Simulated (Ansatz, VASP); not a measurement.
**AlAs: VASP beside Ansatz**

```xyz
2
Lattice="0.0000 2.8639 2.8639 2.8639 0.0000 2.8639 2.8639 2.8639 0.0000" Properties=species:S:1:pos:R:3 pbc="T T T"
Al    0.0000    0.0000    0.0000
As    1.4319    1.4319    1.4319
```

Alike in both runs: functional PBE; k mesh 8 × 8 × 8; occupations gaussian, width 0.02 eV; no spin polarisation.

Ansatz relaxed the structure, and its values are those at the end. VASP's run is a single point on that final structure, the one shown.

|  | VASP | Ansatz |
| --- | --- | --- |
| version | VASP 6.6.1 | Ansatz 0.2.0 |
| potentials or method | VASP PAW PBE potentials, release 64 (Al, As), cutoff 500 eV | scalar-relativistic, plane waves, PAW |
| valence electrons in the cell | 8 | 18 |

```tsv
	VASP	Ansatz	Ansatz less VASP
gap on the k mesh at the Fermi level (eV)	1.49	1.50	+0.009
least direct gap on the mesh (eV)	1.78	1.78	-0.003
pressure (GPa)	0.2	0.0	-0.17
```

With one functional, cell and mesh, what is left measures potentials, basis and numerics. VASP's potentials hold 8 valence electrons a cell and Ansatz's 18, so a difference there can come from the potentials and not from the codes.
